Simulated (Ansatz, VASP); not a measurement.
# Two plane-wave programs on C

```
CELL_PARAMETERS angstrom
2.46000 0.00000 0.00000
-1.23000 2.13042 0.00000
0.00000 0.00000 20.36730
ATOMIC_POSITIONS crystal
C 0.00000 0.00000 0.41738
C 0.66667 0.33333 0.41737
C 0.66667 0.33333 0.58263
C 0.33333 0.66667 0.58262
```

Alike in both runs: functional PBE; dispersion D3(BJ); k mesh 12 × 12 × 1; occupations gaussian, width 0.05 eV; no spin polarisation.

Ansatz relaxed the structure, and its values are those at the end. VASP's run is a single point on that final structure, the one shown.

|  | VASP | Ansatz |
| --- | --- | --- |
| version | VASP 6.6.1 | Ansatz 0.2.0 |
| potentials or method | VASP PAW PBE potentials, release 64 (C), cutoff 520 eV | scalar-relativistic, plane waves, PAW |
| valence electrons in the cell | 16 | 16 |

|  | VASP | Ansatz | Ansatz less VASP |
| --- | --- | --- | --- |
| gap on the k mesh at the Fermi level (eV) | none | none | - |
| rms of the force components (eV/Å) | 0.009 | 0.009 | 0.0000 |

A gap of «none» marks a metal or a gap that the smearing closes.
